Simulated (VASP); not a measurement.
Here is a VASP 6.6.1 calculation.

The input INCAR:

```
SYSTEM = Ni
PREC     = Accurate       ! precision mode
ENCUT    = 520            ! plane-wave cutoff, eV
EDIFF    = 1E-6           ! SCF threshold, eV
ISMEAR   = -1             ! smearing method
SIGMA    = 0.05           ! smearing width, eV
LREAL    = .FALSE.        ! projectors in reciprocal space
LASPH    = .TRUE.         ! aspherical terms in the spheres
NELM     = 150            ! most SCF steps
ALGO     = Fast           ! electronic algorithm
ISIF     = 2              ! what is computed and relaxed
LWAVE    = .FALSE.        ! write WAVECAR
LCHARG   = .FALSE.        ! write CHGCAR
ISPIN    = 2              ! spin polarisation
MAGMOM   = 1              ! initial moments
LORBIT   = 11             ! projections on sites
LMAXMIX  = 4              ! l up to which the mixer works
GGA      = PE             ! functional
NBANDS   = 15             ! bands
```

The input KPOINTS:

```
Automatic mesh
0
G
  13 13 13
  0 0 0
```

POSCAR

```
Ni
1.0
   -1.4010990316      1.4010990316      1.4010990316
    1.4010990316     -1.4010990316      1.4010990316
    1.4010990316      1.4010990316     -1.4010990316
Ni
1
Direct
    0.0000000000      0.0000000000      0.0000000000
```

Potentials or basis: VASP PAW PBE potentials, release 64 (Ni).

The run is started by

```console
$ cat potpaw_PBE.64/Ni/POTCAR > POTCAR
$ mpirun -np 1 vasp_std > vasp.out
```

Predict the pressure.

-0.1 GPa.

What does it give for the site moments?

Ni +0.60 μB.
